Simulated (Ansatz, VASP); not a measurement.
# SnO2: VASP beside Ansatz

Contents of INCAR:

```
SYSTEM = SnO2
ALGO = Normal ; EDIFF = 1E-6
EDIFFG = -0.01 ; ENCUT = 600
GGA = PE ; IBRION = 2
ISIF = 3 ; ISMEAR = 0
LASPH = .TRUE. ; LCHARG = .FALSE.
LREAL = .FALSE. ; LWAVE = .FALSE.
NELM = 100 ; NSW = 80
PREC = Accurate ; SIGMA = 0.05
```

Contents of KPOINTS:

```
k-points
0
G
  6 6 10
  0 0 0
```

The input POSCAR:

```
SnO2
1.0
    4.7380000000      0.0000000000      0.0000000000
    0.0000000000      4.7380000000      0.0000000000
    0.0000000000      0.0000000000      3.1865000000
Sn O
2 4
Direct
    0.0000000000      0.0000000000      0.0000000000
    0.5000000000      0.5000000000      0.5000000000
    0.3071000000      0.3071000000      0.0000000000
    0.1929000000      0.8071000000      0.5000000000
    0.6929000000      0.6929000000      0.0000000000
    0.8071000000      0.1929000000      0.5000000000
```

Input for Ansatz:

```yaml
crystal:
  lattice:
    - [4.738, 0.0, 0.0]
    - [0.0, 4.738, 0.0]
    - [0.0, 0.0, 3.1865]
  atoms:
    - { symbol: Sn, position: [0.0, 0.0, 0.0] }
    - { symbol: Sn, position: [0.5, 0.5, 0.5] }
    - { symbol: O, position: [0.3071, 0.3071, 0.0] }
    - { symbol: O, position: [0.1929, 0.8071, 0.5] }
    - { symbol: O, position: [0.6929, 0.6929, 0.0] }
    - { symbol: O, position: [0.8071, 0.1929, 0.5] }
basis:
  ecutwfc: 420
  ecutrho_ratio: 4
kpoints:
  mp_grid: { grid: [6, 6, 10] }
hamiltonian:
  xc: pbe
scf:
  occupations: { method: gaussian, width: 0.05 }
output:
  forces: true
  stress: true
  eigenvalues: true
relax:
  f_tol: 0.01
  max_steps: 60
  cell: { stress_tol: 0.04 }
```

Alike in both runs: task relaxation of cell and atoms; functional PBE; k mesh 6 × 6 × 10; occupations gaussian, width 0.05 eV; no spin polarisation.

|  | VASP | Ansatz |
| --- | --- | --- |
| version | VASP 6.6.1 | Ansatz 0.2.0 |
| potentials or method | VASP PAW PBE potentials, release 64 (Sn_d, O), cutoff 600 eV | scalar-relativistic, plane waves, PAW |
| valence electrons in the cell | 52 | 52 |

```tsv
	VASP	Ansatz	Ansatz less VASP
gap on the k mesh at the Fermi level, each at its own relaxed structure (eV)	0.64	0.68	+0.046
relaxed volume (Å³/atom)	12.61	12.58	-0.037
relaxed length of the cell vector where the two differ most in proportion (Å)	3.243	3.238	-0.0049
```
